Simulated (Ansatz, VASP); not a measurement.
Given: the input of a run of VASP 6.6.1 on Te.

The input INCAR:

```
ALGO = Normal
EDIFF = 1E-6
ENCUT = 500
GGA = LIBXC
GGA_COMPAT = False
ISIF = 2
ISMEAR = 0
ISPIN = 2
LASPH = True
LCHARG = False
LIBXC1 = GGA_X_PBE_SOL
LIBXC2 = GGA_C_PBE
LORBIT = 11
LREAL = False
LWAVE = False
MAGMOM = 1
NBANDS = 13
NELM = 200
NUPDOWN = 1.0
PREC = Accurate
SIGMA = 0.05
```

KPOINTS

```
k-points
0
Gamma
  9 9 9
```

The input POSCAR:

```
Te
1.0
    2.3511296351      1.3574253277      1.7241180786
   -2.3511296351      1.3574253277      1.7241180786
    0.0000000000     -2.7148506555      1.7241180786
Te
1
Direct
    0.5000000000      0.5000000000      0.5000000000
```

Potentials or basis: VASP PAW PBE potentials, release 64 (Te).

The run is started by

```console
$ cat potpaw_PBE.64/Te/POTCAR > POTCAR
$ mpirun -np 1 vasp_std > vasp.out
```

Question: Translate it to Ansatz 0.2.0. Potentials there: all-electron LAPW, inner shells corrected to Dirac's equation.

Answer: As run (the cutoff follows the program's own potentials):

File input.yaml:

```yaml
crystal:
  lattice:
    - [2.3511296351, 1.3574253277, 1.7241180786]
    - [-2.3511296351, 1.3574253277, 1.7241180786]
    - [0.0, -2.7148506555, 1.7241180786]
  atoms:
    - { symbol: Te, position: [0.5, 0.5, 0.5], spin: 1.0 }
kpoints:
  mp_grid: { grid: [9, 9, 9] }
scf:
  occupations: { method: gaussian, width: 0.05 }
hamiltonian:
  xc: { exchange: pbesol, correlation: pbe }
  pseudopotentials:
    kind: all_electron
    lapw: { basis_error: 0.001 }
    dirac_shells: { Te: ["3p", "3d"] }
magnetization:
  spin_polarized: true
  initial_magnetization: 1.0
  spin_locking: { lock_magnetization: hard }
output:
  forces: true
  stress: true
  eigenvalues: true
```

Potentials or basis: all-electron LAPW, inner shells corrected to Dirac's equation.

Command:

```bash
$ ansatz run input.yaml --threads 1 --pin off --max-ram 2560MiB --backend cpu --events-out ev --progress --plain --runs-dir out
```

Both were run:

|  | VASP | Ansatz | Ansatz less VASP |
| --- | --- | --- | --- |
| pressure (GPa) | 0.4 | 0.5 | +0.01 |
| traceless stress, the component that is largest in VASP (GPa) | -0.23 | -0.23 | +0.003 |
| size of the moment on the site where the two differ most (μB) | 0.57 | 0.83 | +0.261 |

VASP's potentials were made for PBE, not for pbesol exchange, pbe correlation. Site moments also hang on the region over which each program counts them. Ansatz ran all-electron here, and VASP with PAW potentials.

Spin-orbit coupling is off throughout.
